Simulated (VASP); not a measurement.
Runs of VASP 6.6.1 on ZrC. The structure is that of space group Fm-3m (No. 225), or close to it. The cells are those of the table. 

| cell | gap on the mesh (eV) | pressure (GPa) |
| --- | --- | --- |
| a = 3.303 Å, angles 60.0°, 2 atoms | none | 1.6 |
| a = 3.310 Å, angles 60.0°, 2 atoms | none | (a) |
| a = 3.265 Å, angles 60.0°, 2 atoms | none | 10.3 |
| a = 3.354 Å, angles 60.0°, 2 atoms | none | -8.0 |
| a = 3.324 Å, angles 60.0°, 2 atoms | none | (b) |
| a = 3.288 Å, angles 60.0°, 2 atoms | none | 5.0 |
| a = 3.332 Å, angles 60.0°, 2 atoms | none | -4.1 |

Alike in all rows: task single point; level revPBE+D4; potentials or basis VASP PAW PBE potentials, release 64 (Zr_sv, C); no spin polarisation; k mesh 8 × 8 × 8; cutoff (eV) 520; smearing gaussian 0.05 eV.

Problem. Estimate the missing entries.

Solution. (a) 0.2; (b) -2.5.

Caveats: the PAW data sets were made with another functional, which shifts forces and pressure a little; pairwise dispersion overbinds metals, which lowers pressure and volume.

A k mesh can miss the band edges, and the runs leave out spin-orbit coupling on Zr.

A gap of «none» marks levels without a gap at the run's occupations.
